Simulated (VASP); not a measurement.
Set up this calculation in VASP 6.6.1, as the native input.

* Task: single point
* Functional: PBE
* Potentials or basis: VASP PAW PBE potentials, release 64 (As, Ga_d, Ag)
* Cutoff: 520 eV
* k mesh: 7 × 7 × 1
* Occupations: gaussian, width 0.05 eV
* Spin: collinear spin
* Starting moments: [0.0, 0.0, 0.0, 0.0, 1.0] μB
* Dipole correction: yes
* Further INCAR settings: ALGO = Normal; EDIFF = 1e-06; NBANDS = 36

The structure of Ga2AgAs2 lies in POSCAR:

```
Ga2AgAs2
1.0
    4.0629609260      0.0000000000      0.0000000000
    0.0000000000      4.0629609260      0.0000000000
    0.0000000000      0.0000000000     19.8904986549
As Ga Ag
2 2 1
Direct
    0.0000000000      0.5000000000      0.2011010417
    0.5000000000      0.0000000000      0.3511019678
    0.5000000000      0.5000000000      0.2733201266
    0.0000000000      0.0000000000      0.4263312980
    0.5000000000      0.0000000000      0.5092221606
```

One way to write it, as run:

INCAR

```
PREC = Accurate
ENCUT = 520
EDIFF = 1E-6
ISMEAR = 0
SIGMA = 0.05
LREAL = False
LASPH = True
NELM = 150
ALGO = Normal
ISIF = 2
LWAVE = False
LCHARG = False
ISPIN = 2
MAGMOM = 0 0 0 0 1
LORBIT = 11
LMAXMIX = 4
LDIPOL = True
IDIPOL = 3
DIPOL = 0.5 0.5 0.352
GGA = PE
NBANDS = 36
```

KPOINTS

```
Automatic mesh
0
Gamma
  7 7 1
```

Potentials or basis: VASP PAW PBE potentials, release 64 (As, Ga_d, Ag).

Command:

```console
$ cat potpaw_PBE.64/As/POTCAR potpaw_PBE.64/Ga_d/POTCAR potpaw_PBE.64/Ag/POTCAR > POTCAR
$ mpirun -np 1 vasp_std > vasp.out
```

It gave:

The largest force is 0.401 eV/Å, the net moment is 0.00 μB per cell and the valence electrons inside the program's atomic spheres are As 2.65, 2.75; Ga 11.60, 11.55; Ag 9.76.

It took 17 min on 1 thread of Intel Xeon 8259CL, on a shared host, peak memory 0.65 GiB.
